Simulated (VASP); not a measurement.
Set up this calculation in VASP 6.6.1, as the native input.

```yaml
Task: relaxation of cell and atoms
Functional: PBEsol
Dispersion: D3(BJ)
Potentials_or_basis: VASP PAW PBE potentials, release 64 (Co, Ti_sv)
Cutoff: 600 eV
k_mesh: 9 × 9 × 9
Occupations: fermi-dirac, width 0.05 eV
Spin: collinear spin, ferromagnetic start
Starting_moments: "[2.0, 1.0] μB"
Dipole_correction: no
Further_INCAR_settings: ALGO = Normal; EDIFF = 1e-07; IBRION = 2; EDIFFG = -0.01; NSW = 60; ISIF = 3
```

The structure of TiCo lies in POSCAR:

```
TiCo
1.0
    2.9861109900      0.0000000000      0.0000000000
    0.0000000000      2.9861109900      0.0000000000
    0.0000000000      0.0000000000      2.9861109900
Co Ti
1 1
Direct
    0.5000000000      0.5000000000      0.5000000000
    0.0000000000      0.0000000000      0.0000000000
```

These files were run (other wordings do the same):

INCAR

```
SYSTEM = TiCo
ALGO     = Normal         ! electronic algorithm
EDIFF    = 1E-7           ! SCF threshold, eV
EDIFFG   = -0.01          ! ionic threshold
ENCUT    = 600            ! plane-wave cutoff, eV
GGA      = PS             ! functional
IBRION   = 2              ! ionic algorithm
ISIF     = 3              ! what is computed and relaxed
ISMEAR   = -1             ! smearing method
ISPIN    = 2              ! spin polarisation
IVDW     = 12             ! dispersion correction
LASPH    = .True.         ! aspherical terms in the spheres
LCHARG   = .False.        ! write CHGCAR
LMAXMIX  = 4              ! l up to which the mixer works
LORBIT   = 11             ! projections on sites
LREAL    = .False.        ! projectors in reciprocal space
LWAVE    = .False.        ! write WAVECAR
MAGMOM   = 2 1            ! initial moments
NELM     = 150            ! most SCF steps
NSW      = 60             ! ionic steps
PREC     = Accurate       ! precision mode
SIGMA    = 0.05           ! smearing width, eV
```

KPOINTS

```
k-points
0
Gamma
  9 9 9
  0 0 0
```

Potentials or basis: VASP PAW PBE potentials, release 64 (Co, Ti_sv).

Launch:

```console
$ cat potpaw_PBE.64/Co/POTCAR potpaw_PBE.64/Ti_sv/POTCAR > POTCAR
$ mpirun -np 1 vasp_std > vasp.out
```

It gave:

The relaxed volume is 12.18 Å³/atom. The relaxed cell is a = 2.899 Å, b = 2.899 Å, c = 2.899 Å, α = 90.00°, β = 90.00°, γ = 90.00°. The space group after relaxing (to 0.05 Å) is Pm-3m (No. 221) and the energy gained by relaxing is 57.3 meV/atom. The ionic steps are 4, the pressure after relaxing is 0.0 GPa and the net moment is 0.52 μB per cell. The site moments are Co +0.55; Ti -0.01 μB. The valence electrons inside the program's atomic spheres are Co 8.45; Ti 10.43 and the dispersion energy per atom is -0.566 eV.

Caveat: the PAW data sets were made with another functional, which shifts forces and pressure a little; pairwise dispersion overbinds metals, which lowers pressure and volume.

Run time: 88 s on 1 thread of Intel Xeon 6975P-C, on a shared host, peak memory 0.18 GiB.
